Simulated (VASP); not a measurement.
A run of VASP 6.6.1 is set up as follows.

Contents of POSCAR:

```
ZnS
1.0
    0.0000000000      2.7064883926      2.6940955531
    2.6940955531      0.0000000000      2.6940955531
    2.6940955531      2.7064883926      0.0000000000
Zn S
1 1
Direct
    0.2500000000      0.2500000000      0.2500000000
    0.0000000000      0.0000000000      0.0000000000
```

Contents of INCAR.step1:

```
SYSTEM = ZnS
PREC = Accurate ; ENCUT = 520
EDIFF = 1E-5 ; ISMEAR = 0
SIGMA = 0.01 ; LREAL = .FALSE.
LASPH = .TRUE. ; NELM = 100
ALGO = Normal ; ISIF = 2
LWAVE = .TRUE. ; LCHARG = .FALSE.
GGA = PE ; NBANDS = 16
```

Contents of INCAR.step2:

```
SYSTEM = ZnS
PREC = Accurate ; ENCUT = 520
EDIFF = 1E-7 ; ISMEAR = 0
SIGMA = 0.01 ; LREAL = .FALSE.
LASPH = .TRUE. ; NELM = 100
ALGO = Normal ; ISIF = 2
LWAVE = .FALSE. ; LCHARG = .FALSE.
GGA = PE ; LHFCALC = .TRUE.
HFSCREEN = 0.2079 ; PRECFOCK = Normal
ISTART = 1 ; NBANDS = 16
```

KPOINTS

```
Automatic mesh
0
G
  6 6 6
  0 0 0
```

Potentials or basis: VASP PAW PBE potentials, release 64 (Zn, S).

The run is started by

```console
$ cat potpaw_PBE.64/Zn/POTCAR potpaw_PBE.64/S/POTCAR > POTCAR
$ cp INCAR.step1 INCAR
$ mpirun -np 1 vasp_std > vasp.out
$ cp INCAR.step2 INCAR
$ mpirun -np 1 vasp_std > vasp.out
```

**Question.** Estimate the band gap on the k mesh.

**Answer.** 3.34 eV.

**Question.** Estimate the pressure.

**Answer.** 1.3 GPa.

Stress tensor (GPa, compression positive):
```
1.34 0.00 0.00
0.00 1.14 0.00
0.00 0.00 1.34
```

Caveat: the cell differs from its parent crystal (uniaxial y strain +0.5%); the PAW data sets were made with another functional, which shifts forces and pressure a little.
